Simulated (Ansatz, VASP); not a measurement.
## Two plane-wave programs on In2BiSb

POSCAR

```
In2BiSb
1.0
    4.7129019348      0.0000000000      0.0000000000
    0.0000000000      4.7129019348      0.0000000000
    0.0000000000      0.0000000000      6.6420055278
Sb In Bi
1 2 1
Direct
    0.0000000000      0.0000000000      0.0000000000
    0.0000000000      0.5000000000      0.7566036942
    0.5000000000      0.0000000000      0.2433963058
    0.5000000000      0.5000000000      0.5000000000
```

Contents of INCAR.step1:

```
PREC = Accurate
ENCUT = 520
ISMEAR = -1
SIGMA = 0.02
LREAL = F
LASPH = T
NELM = 100
NBANDS = 31
GGA = PE
ALGO = Normal
EDIFF = 1E-4
LWAVE = T
LCHARG = F
```

Contents of INCAR.step2:

```
PREC = Accurate
ENCUT = 520
EDIFF = 1E-6
ISMEAR = -1
SIGMA = 0.02
LREAL = F
LASPH = T
NELM = 100
ALGO = Normal
ISIF = 2
LWAVE = F
LCHARG = F
METAGGA = R2SCAN
LMIXTAU = T
NBANDS = 31
ISTART = 1
```

The input KPOINTS:

```
regular mesh
0
Gamma
  4 4 4
```

Input for Ansatz:

```yaml
crystal:
  lattice:
    - [4.7129019348, 0.0, 0.0]
    - [0.0, 4.7129019348, 0.0]
    - [0.0, 0.0, 6.6420055278]
  atoms:
    - { symbol: Sb, position: [0.0, 0.0, 0.0] }
    - { symbol: In, position: [0.0, 0.5, 0.7566036942] }
    - { symbol: Bi, position: [0.5, 0.5, 0.5] }
    - { symbol: In, position: [0.5, 0.0, 0.2433963058] }
kpoints:
  mp_grid: { grid: [4, 4, 4] }
hamiltonian:
  xc: r2scan
scf:
  occupations: { method: fermi_dirac, width: 0.02 }
  n_extra_bands: 5
output:
  forces: true
  stress: true
  eigenvalues: true
```

Alike in both runs: task single point; functional r2SCAN; k mesh 4 × 4 × 4; occupations fermi-dirac, width 0.02 eV; no spin polarisation.

```csv
,VASP,Ansatz
version,VASP 6.6.1,Ansatz 0.2.0
potentials or method,"VASP PAW PBE potentials, release 64 (Sb, In_d, Bi_d)","plane waves, PAW"
plane-wave cutoff (eV),520,500
valence electrons in the cell,46,56
```

|  | VASP | Ansatz | Ansatz less VASP |
| --- | --- | --- | --- |
| pressure (GPa) | 0.1 | 0.1 | +0.03 |

VASP's potentials were made for PBE, not for r2SCAN. With one functional, cell and mesh, what is left measures potentials, basis and numerics. VASP's potentials hold 46 valence electrons a cell and Ansatz's 56, so a difference there can come from the potentials and not from the codes.

Spin-orbit coupling is off throughout.
